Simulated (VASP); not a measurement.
Crystal: CuI.

```
I Cu
1.0
     0.00000    3.03150    3.03150
     3.03150    0.00000    3.03150
     3.03150    3.03150    0.00000
I Cu
1 1
Direct
  0.00000 0.00000 0.00000
  0.75000 0.75000 0.75000
```

| Property | Result |
| --- | --- |
| Program | VASP 6.6.1 |
| Task | relaxation of cell and atoms |
| Functional | PBE |
| Dispersion | D4 |
| Potentials or basis | VASP PAW PBE potentials, release 64 (I, Cu) |
| Cutoff | 600 eV |
| k mesh | 8 × 8 × 8 |
| Occupations | fermi-dirac, width 0.05 eV |
| Spin | no spin polarisation |

At the start: pressure -1.9 GPa; volume 27.86 Å³/atom.

Problem. Where does the relaxation end?

Solution. Over 3 steps the energy falls by 7.7 meV/atom and the volume is 26.64 Å³/atom (-4.4 %); space group F-43m (No. 216, to 0.1 Å) before and after.

Step by step:
```csv
step,energy change (eV),largest force (eV/Å),pressure (GPa),volume (Å³)
1,0.0000,0.0000,-1.93,55.72
2,-0.0153,0.0000,0.22,53.05
3,-0.0154,0.0000,-0.02,53.28
```

Final structure:
```
I Cu
1.0
     0.00000    2.98664    2.98664
     2.98664    0.00000    2.98664
     2.98664    2.98664    0.00000
I Cu
1 1
Cartesian
  0.0000 0.0000 0.0000
  4.4800 4.4800 4.4800
```
